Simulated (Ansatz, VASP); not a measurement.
Al: VASP beside Ansatz

Contents of INCAR:

```
SYSTEM = Al
  ALGO = Fast
  EDIFF = 1E-6
  ENCUT = 520
  GGA = PE
  ISIF = 2
  ISMEAR = 0
  LASPH = .TRUE.
  LCHARG = .FALSE.
  LREAL = .FALSE.
  LWAVE = .FALSE.
  NBANDS = 8
  NELM = 80
  PREC = Accurate
  SIGMA = 0.15
```

The input KPOINTS:

```
k-points
0
G
  20 20 20
  0 0 0
```

The input POSCAR:

```
Al
1.0
    0.0000000000      2.1251790000      1.9733805000
    2.1251790000      0.0000000000      1.9733805000
    2.1251790000      2.1251790000      0.0000000000
Al
1
Direct
    0.0000000000      0.0000000000      0.0000000000
```

Input for Ansatz:

```yaml
crystal:
  lattice:
    - [0.0, 2.125179, 1.9733805]
    - [2.125179, 0.0, 1.9733805]
    - [2.125179, 2.125179, 0.0]
  atoms:
    - { symbol: Al, position: [0.0, 0.0, 0.0] }
basis:
  ecutwfc: 420
kpoints:
  mp_grid: { grid: [20, 20, 20] }
hamiltonian:
  xc: pbe
scf:
  occupations: { method: gaussian, width: 0.15 }
output:
  forces: true
  stress: true
  eigenvalues: true
```

Change from the starting cell: strain +0.050 along x and y, -0.025 along z, atoms carried along.

Alike in both runs: task single point; functional PBE; k mesh 20 × 20 × 20; occupations gaussian, width 0.15 eV; no spin polarisation.

```csv
,VASP,Ansatz
version,VASP 6.6.1,Ansatz 0.2.0
potentials or method,"VASP PAW PBE potentials, release 64 (Al), cutoff 520 eV","scalar-relativistic, plane waves, PAW"
valence electrons in the cell,3,3
```

```csv
,VASP,Ansatz,Ansatz less VASP
gap on the k mesh at the Fermi level (eV),none,none,-
pressure (GPa),-4.8,-4.8,+0.03
"traceless stress, the component that is largest in VASP (GPa)",1.49,1.50,+0.008
```

A gap of «none» marks a metal or a gap that the smearing closes. With one functional, cell and mesh, what is left measures potentials, basis and numerics.
